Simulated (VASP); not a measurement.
Here is a VASP 6.6.1 calculation.

The input INCAR:

```
  ALGO = Normal
  EDIFF = 1E-6
  ENCUT = 520
  GGA = PE
  ISIF = 2
  ISMEAR = -1
  LASPH = T
  LCHARG = F
  LREAL = F
  LWAVE = F
  NBANDS = 63
  NELM = 100
  PREC = Accurate
  SIGMA = 0.06122561905347299
```

File KPOINTS:

```
k-points
0
Gamma
  10 10 10
```

File POSCAR:

```
Sr2O5
1.0
    5.9182782085      0.0000000000      0.0000000000
    0.0000000000      5.9182782085      0.0000000000
    0.0000000000      0.0000000000      5.9182782085
Sr O
4 10
Direct
    0.0000000000      0.0000000000      0.0000000000
    0.5000000000      0.5000000000      0.0000000000
    0.5000000000      0.0000000000      0.5000000000
    0.0000000000      0.5000000000      0.5000000000
    0.5000000000      0.0000000000      0.0000000000
    0.0000000000      0.5000000000      0.0000000000
    0.0000000000      0.0000000000      0.5000000000
    0.5000000000      0.5000000000      0.5000000000
    0.7500000000      0.7500000000      0.2500000000
    0.7500000000      0.2500000000      0.7500000000
    0.2500000000      0.7500000000      0.7500000000
    0.7500000000      0.2500000000      0.2500000000
    0.2500000000      0.7500000000      0.2500000000
    0.2500000000      0.2500000000      0.7500000000
```

Potentials or basis: VASP PAW PBE potentials, release 64 (Sr_sv, O).

The run is started by

```console
$ cat potpaw_PBE.64/Sr_sv/POTCAR potpaw_PBE.64/O/POTCAR > POTCAR
$ mpirun -np 1 vasp_std > vasp.out
```

Q: What does it give for the pressure?

A: -3.7 GPa.

Q: Estimate the band gap on the k mesh.

A: Zero (bands 50 and 51 overlap by 0.20 eV).

Caveat: the cell stands under tension; semilocal functionals underestimate gaps, and a narrow one can read as zero.
